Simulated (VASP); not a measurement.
**Li2S: electric field gradients with LDA**

The system is Li2S.

```xyz
3
Lattice="0.0000 2.9100 2.9100 2.9100 0.0000 2.9100 2.9100 2.9100 0.0000" Properties=species:S:1:pos:R:3 pbc="T T T"
Li    1.4550    1.4550    1.4550
Li    4.3650    4.3650    4.3650
S     0.0000    0.0000    0.0000
```

This cell differs from its parent crystal: volume scaled by 1.06.

* Program: VASP 6.6.1
* Task: electric field gradients
* Functional: LDA
* Potentials or basis: VASP PAW LDA potentials, release 64 (Li_sv, S)
* Cutoff: 650 eV
* k mesh: 7 × 7 × 7
* Occupations: fermi-dirac, width 0.02 eV
* Spin: no spin polarisation
* Dipole correction: no
* Further INCAR settings: ALGO = Normal; EDIFF = 1e-08; NBANDS = 13

```
Pressure               : -4.9 GPa
Band gap on the k mesh : 3.34 eV, indirect (least direct gap 3.76 eV)
```

Levels at points of the mesh, in eV from the valence-band top:
```tsv
k point	band 4	band 5	band 6	band 7	band 8	band 9
(0.00, 0.00, 0.00)	0.00	0.00	0.00	3.76	5.99	5.99
```

Run time: 11 s on 1 thread of Intel(R) Xeon(R) 6975P-C (Granite Rapids) (shared host), peak memory 0.16 GiB.

Caveat: without QUAD_EFG the Cq values of the log hold for a quadrupole moment of 1 mb, not for the nuclei. A k mesh can miss the band edges.
